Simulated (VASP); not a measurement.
# SrInCl3 (R-3c) in VASP: a series of runs

The runs below take SrInCl3 through single point, with PBE.

Everything below comes from runs of VASP 6.6.1. Logs are shortened: lines on timing, memory, paths and dates and some standing lists are left out, and cuts for length are marked.

### Step 1. The cell of the first run

It takes space group R-3c (No. 167, trigonal). The conventional cell has a = 7.154 Å, b = 7.154 Å, c = 17.525 Å, α = 90.00°, β = 90.00°, γ = 120.00°. Within 4.1 Å of Sr (site symmetry 32) lie 12 Cl at 3.09 to 4.07 Å. Within 3.4 Å of In (site symmetry -3) lie 6 Cl at 2.58 Å. Cl (site symmetry 2) has 2 In at 2.58 Å and 1 Sr at 3.09 Å within 3.4 Å.

### Step 2. Single point, PBE

Contents of INCAR:

```
ALGO = Normal
EDIFF = 1E-7
ENCUT = 520
GGA = PE
ISIF = 2
ISMEAR = 0
LASPH = T
LCHARG = F
LREAL = F
LWAVE = F
NBANDS = 55
NELM = 60
PREC = Accurate
SIGMA = 0.1
```

Contents of KPOINTS:

```
k-points
0
Gamma
  4 4 4
```

Contents of POSCAR:

```
SrInCl3
1.0
    3.5772324200      2.0653161000      5.8415960800
   -3.5772324200      2.0653161000      5.8415960800
    0.0000000000     -4.1306322000      5.8415960800
Sr In Cl
2 2 6
Direct
    0.7500000000      0.7500000000      0.7500000000
    0.2500000000      0.2500000000      0.2500000000
    0.5000000000      0.5000000000      0.5000000000
    0.0000000000      0.0000000000      0.0000000000
    0.8185512400      0.2500000000      0.6814487600
    0.6814487600      0.8185512400      0.2500000000
    0.2500000000      0.6814487600      0.8185512400
    0.1814487600      0.7500000000      0.3185512400
    0.3185512400      0.1814487600      0.7500000000
    0.7500000000      0.3185512400      0.1814487600
```

Potentials or basis: VASP PAW PBE potentials, release 64 (Sr_sv, In_d, Cl).

Run with:

```
$ cat potpaw_PBE.64/Sr_sv/POTCAR potpaw_PBE.64/In_d/POTCAR potpaw_PBE.64/Cl/POTCAR > POTCAR
$ mpirun -np 1 vasp_std > vasp.out
```

OUTCAR:

```text
EDIFF = 1E-7
   ENCUT = 520
   GGA = PE
   ISIF = 2
   ISMEAR = 0
   LASPH = T
   LREAL = F
   NELM = 60
   PREC = Accurate

 ion  position               nearest neighbor table
   1  0.750  0.750  0.750-   8 3.09  10 3.09   9 3.09   6 3.61   6 3.61   5 3.61   7 3.61   5 3.61
                             7 3.61   4 4.38   3 4.38   4 4.38   3 4.38   4 4.38   3 4.38   3 4.38
   2  0.250  0.250  0.250-   5 3.09   7 3.09   6 3.09   9 3.61   9 3.61  10 3.61   8 3.61   8 3.61
                            10 3.61   3 4.38   4 4.38   3 4.38   4 4.38   3 4.38   4 4.38   3 4.38
   3  0.500  0.500  0.500-   6 2.58   9 2.58   7 2.58  10 2.58   5 2.58   8 2.58   2 4.38   1 4.38
                             2 4.38   2 4.38   1 4.38   1 4.38   2 4.38   1 4.38
   4  0.000  0.000  0.000-   6 2.58   9 2.58   8 2.58   5 2.58   7 2.58  10 2.58   1 4.38   2 4.38
                             1 4.38   1 4.38   2 4.38   2 4.38   2 4.38   1 4.38
   5  0.819  0.250  0.681-   4 2.58   3 2.58   2 3.09   1 3.61   1 3.61
   6  0.681  0.819  0.250-   3 2.58   4 2.58   2 3.09   1 3.61   1 3.61
   7  0.250  0.681  0.819-   3 2.58   4 2.58   2 3.09   1 3.61   1 3.61
   8  0.181  0.750  0.319-   4 2.58   3 2.58   1 3.09   2 3.61   2 3.61
   9  0.319  0.181  0.750-   3 2.58   4 2.58   1 3.09   2 3.61   2 3.61
  10  0.750  0.319  0.181-   3 2.58   4 2.58   1 3.09   2 3.61   2 3.61

  LATTYP: Found a face centered cubic cell.
 ALAT       =    10.1179412077

  Lattice vectors:

 A1 = (   3.5772324200,   2.0653161000,   5.8415960800)
 A2 = (  -3.5772324200,   2.0653161000,   5.8415960800)
 A3 = (   0.0000000000,  -4.1306322000,   5.8415960800)

Analysis of symmetry for initial positions (statically):
=====================================================================
 Subroutine PRICEL returns:
 Original cell was already a primitive cell.

 Routine SETGRP: Setting up the symmetry group for a
 face centered cubic supercell.

 Subroutine GETGRP returns: Found 12 space group operations
 (whereof  6 operations were pure point group operations)
 out of a pool of 48 trial point group operations.

The static configuration has the point symmetry S_6 .
 The point group associated with its full space group is D_3d.

Analysis of symmetry for dynamics (positions and initial velocities):
=====================================================================
 Subroutine PRICEL returns:
 Original cell was already a primitive cell.

 Routine SETGRP: Setting up the symmetry group for a
 face centered cubic supercell.

[... 119 lines left out ...]
   PSTRESS=    0.0 pullay stress
   NELECT =      88.0000    total number of electrons
   NUPDOWN=      -1.0000    fix difference up-down
   EMIN   =  10.00;   EMAX   =-10.00  energy-range for DOS
   EFERMI =   0.00;   METHOD = LEGACY
   ISMEAR =     0;   SIGMA  =   0.10  broadening in eV -4-tet -1-fermi 0-gaus
   EFERMI_NEDOS =   21; number of points for ismear=-14 and -15
   IALGO  =     38    algorithm
   IMIX   =      4    mixing-type and parameters
     AMIX     =   0.40;   BMIX     =  1.00
     AMIX_MAG =   1.60;   BMIX_MAG =  1.00
  volume/ion in A,a.u.               =      25.90       174.75
  Fermi-wavevector in a.u.,A,eV,Ry     =   1.142432  2.158883 17.757645  1.305150
  Thomas-Fermi vector in A             =   2.279130
   LORBIT       =      0    0 simple, 1 ext, 2 COOP (PROOUT), +10 PAW based schemes
   GGA     = PE    functional components
   LHFCALC =     F    Hartree Fock is set to
   AEXX    =    0.0000 exact exchange contribution
   IVDW    =     0    specifies the selected vdW correction
   LEPSILON=     F    determine dielectric tensor
   LRPA    =     F    only Hartree local field effects (RPA)
 non-spin polarized calculation
 Gauss-broadening in eV      SIGMA  =   0.10
  energy-cutoff  :      520.00
  volume of cell :      258.95
 maximum number of plane-waves:      6982
 NGX is ok and might be reduce to    54
   NGX = 27   NGY = 27   NGZ = 27

 number of electron      87.9999995 magnetization

 Free energy of the ion-electron system (eV)
  ---------------------------------------------------
  ext. energy  EPLUGINS =         0.00000000
  ---------------------------------------------------
  free energy    TOTEN  =       -30.24658809 eV

  energy without entropy =      -30.23755406  energy(sigma->0) =      -30.24207107

 E-fermi :   6.6027     XC(G=0):  -8.9317

 val. band max:        6.3759783231   @ k =   0.2500   0.2500   0.0000
 cond. band min:       6.6049302082   @ k =   0.2500   0.2500   0.2500
 fundamental gap:      0.2289518851
 Fermi energy:         6.6027189480

 k-point     1 :       0.0000    0.0000    0.0000
  band No.  band energies     occupation
      1     -32.3463      2.00000
      2     -32.3451      2.00000
      3     -14.3107      2.00000
      4     -14.3107      2.00000
      5     -14.3094      2.00000
      6     -14.2949      2.00000
[... 743 lines left out ...]
     54       8.3494      0.00000
     55       8.6985      0.00000

------------------------ aborting loop because EDIFF is reached ----------------------------------------

  FORCE on cell =-STRESS in cart. coord.  units (eV):
  Direction    XX          YY          ZZ          XY          YZ          ZX
  --------------------------------------------------------------------------------------
  -------------------------------------------------------------------------------------
  Total       18.1551026     18.1551026     17.5108165     -0.0000000      0.0000000      0.0000000
  in kB      112.3292415    112.3292415    108.3429147     -0.0000000      0.0000000      0.0000000
  external PRESSURE =     111.0004659 kB  Pullay stress =       0.0000000 kB

 VOLUME and BASIS-vectors are now :
 -----------------------------------------------------------------------------
  energy-cutoff  :      520.00
  volume of cell :      258.95
      direct lattice vectors                 reciprocal lattice vectors
     3.577232420  2.065316100  5.841596080     0.139772858  0.080697897  0.057062030
    -3.577232420  2.065316100  5.841596080    -0.139772858  0.080697897  0.057062030
     0.000000000 -4.130632200  5.841596080     0.000000000 -0.161395795  0.057062030

 POSITION                                       TOTAL-FORCE (eV/Angst)
 -----------------------------------------------------------------------------------
      0.00000      0.00000     13.14359         0.000000      0.000000      0.000000
      0.00000      0.00000      4.38120         0.000000      0.000000      0.000000
      0.00000      0.00000      8.76239         0.000000      0.000000      0.000000
      0.00000      0.00000      0.00000         0.000000      0.000000      0.000000
      2.03384     -0.60792     10.22279         0.492475      0.852993      0.000000
     -0.49045      2.06532     10.22279        -0.984951      0.000000      0.000000
     -1.54339     -1.45740     10.22279         0.492475     -0.852993      0.000000
     -2.03384      0.60792      7.30200        -0.492475     -0.852993      0.000000
      0.49045     -2.06532      7.30200         0.984951      0.000000     -0.000000
      1.54339      1.45740      7.30200        -0.492475      0.852993      0.000000
 -----------------------------------------------------------------------------------
    total drift:                               -0.000000     -0.000000      0.000000

  FREE ENERGIE OF THE ION-ELECTRON SYSTEM (eV)
  ---------------------------------------------------
  free  energy   TOTEN  =       -30.2465880932 eV

  energy  without entropy=      -30.2375540563  energy(sigma->0) =      -30.24207107
```

OSZICAR:

```text
N       E                     dE             d eps       ncg     rms          rms(c)
DAV:   1     0.930874938071E+03    0.93087E+03   -0.39316E+04  1430   0.161E+03
DAV:   2     0.126405176629E+03   -0.80447E+03   -0.77032E+03  1526   0.411E+02
DAV:   3    -0.213233237678E+02   -0.14773E+03   -0.14447E+03  1954   0.174E+02
DAV:   4    -0.307980980860E+02   -0.94748E+01   -0.93528E+01  1860   0.447E+01
DAV:   5    -0.314421189285E+02   -0.64402E+00   -0.64134E+00  2524   0.105E+01    0.242E+01
DAV:   6    -0.303185821168E+02    0.11235E+01   -0.23696E+00  2069   0.574E+00    0.145E+01
DAV:   7    -0.302564073138E+02    0.62175E-01   -0.15685E+00  2092   0.417E+00    0.320E+00
DAV:   8    -0.302446122131E+02    0.11795E-01   -0.34916E-01  2150   0.254E+00    0.713E-01
DAV:   9    -0.302451925342E+02   -0.58032E-03   -0.21663E-02  2108   0.690E-01    0.358E-01
DAV:  10    -0.302464728809E+02   -0.12803E-02   -0.23007E-03  2118   0.207E-01    0.157E-01
DAV:  11    -0.302465511832E+02   -0.78302E-04   -0.15538E-04  2308   0.645E-02    0.197E-02
DAV:  12    -0.302465844937E+02   -0.33311E-04   -0.40363E-05  2166   0.466E-02    0.136E-02
DAV:  13    -0.302465873084E+02   -0.28147E-05   -0.56265E-06  2220   0.974E-03    0.599E-03
DAV:  14    -0.302465881472E+02   -0.83882E-06   -0.21465E-06  1742   0.822E-03    0.195E-03
DAV:  15    -0.302465880932E+02    0.54044E-07   -0.10320E-07  1292   0.188E-03
   1 F= -.30246588E+02 E0= -.30242071E+02  d E =-.903404E-02
```

stdout:

```text
POSCAR found type information on POSCAR SrInCl
 POSCAR found :  3 types and      10 ions
 scaLAPACK will be used
 LDA part: xc-table for (Slater+PW92), standard interpolation
 POSCAR, INCAR and KPOINTS ok, starting setup
 FFT: planning ... GRIDC
 FFT: planning ... GRID_SOFT
 FFT: planning ... GRID
 WAVECAR not read
 entering main loop
```

Wall time 7.1 min (1 thread of Intel Xeon 8259CL, shared host); peak memory 0.5 GiB.

What came out:

```yaml
Free_energy: -30.2466 eV
Pressure: 11.1 GPa
Largest_force: 0.985 eV/Å
Band_gap_on_the_k_mesh: zero (bands 44 and 45 overlap by 0.17 eV)
```

Forces on the atoms (eV/Å):
```
Sr   0.000  0.000  0.000
Sr   0.000  0.000  0.000
In   0.000  0.000  0.000
In   0.000  0.000  0.000
Cl   0.492  0.853  0.000
Cl  -0.985  0.000  0.000
Cl   0.492 -0.853  0.000
Cl  -0.492 -0.853  0.000
Cl   0.985  0.000  0.000
Cl  -0.492  0.853  0.000
```

Caveat: the cell stands under pressure; spin-orbit coupling is left out, which moves the levels of the heavy elements.

### Step 3. Single point, PBE

This run uses another cell than the first one, of 35.81 Å³/atom.

Contents of INCAR:

```
ALGO = Normal
EDIFF = 1E-6
ENCUT = 520
GGA = PE
ISIF = 2
ISMEAR = 0
LASPH = True
LCHARG = False
LREAL = False
LWAVE = False
NBANDS = 55
NELM = 100
PREC = Accurate
SIGMA = 0.1
```

KPOINTS is that of step 2.

Contents of POSCAR:

```
SrInCl3
1.0
    4.0960267382      2.3648421399      6.1615663089
   -4.0960267382      2.3648421399      6.1615663089
    0.0000000000     -4.7296842798      6.1615663089
Sr In Cl
2 2 6
Direct
    0.7500000000      0.7500000000      0.7500000000
    0.2500000000      0.2500000000      0.2500000000
    0.5000000000      0.5000000000      0.5000000000
    0.0000000000      0.0000000000      0.0000000000
    0.9108937343      0.2500000000      0.5891062657
    0.5891062657      0.9108937343      0.2500000000
    0.2500000000      0.5891062657      0.9108937343
    0.0891062657      0.7500000000      0.4108937343
    0.4108937343      0.0891062657      0.7500000000
    0.7500000000      0.4108937343      0.0891062657
```

Potentials or basis: VASP PAW PBE potentials, release 64 (Sr_sv, In_d, Cl).

Run with:

```
$ cat potpaw_PBE.64/Sr_sv/POTCAR potpaw_PBE.64/In_d/POTCAR potpaw_PBE.64/Cl/POTCAR > POTCAR
$ mpirun -np 1 vasp_std > vasp.out
```

Run time: 9.2 min. Hardware: 1 thread of Intel Xeon 8259CL, shared host; peak memory 0.6 GiB.

It converged, with:

```yaml
Free_energy: -35.7841 eV
Pressure: 0.0 GPa
Largest_force: 0.014 eV/Å
Band_gap_on_the_k_mesh: 2.29 eV
```

Forces on the atoms (eV/Å):
```
Sr   0.000  0.000  0.000
Sr   0.000  0.000  0.000
In   0.000  0.000  0.000
In   0.000  0.000  0.000
Cl  -0.007 -0.013  0.000
Cl   0.014  0.000  0.000
Cl  -0.007  0.013  0.000
Cl   0.007  0.013  0.000
Cl  -0.014  0.000  0.000
Cl   0.007 -0.013  0.000
```

Stress tensor (GPa, compression positive):
```
 0.11  0.00  0.00
 0.00  0.11  0.00
 0.00  0.00 -0.08
```

Levels at points of the mesh, in eV from the valence-band top:
| k point | band 41 | band 42 | band 43 | band 44 | band 45 | band 46 | band 47 | band 48 |
| --- | --- | --- | --- | --- | --- | --- | --- | --- |
| (0.00, 0.00, 0.00) | -2.43 | -2.19 | -1.80 | 0.00 | 2.29 | 2.85 | 3.30 | 3.30 |
| (0.50, 0.00, 0.00) | -2.38 | -2.38 | -0.84 | -0.84 | 2.75 | 2.75 | 3.55 | 3.55 |
| (0.50, 0.50, 0.00) | -2.55 | -2.36 | -1.02 | -0.52 | 2.56 | 3.01 | 3.05 | 3.69 |
| (0.50, 0.50, 0.50) | -2.68 | -2.68 | -0.76 | -0.76 | 2.88 | 2.88 | 3.85 | 3.85 |

Caveat: spin-orbit coupling is left out, which moves the levels of the heavy elements. A k mesh can miss the band edges.
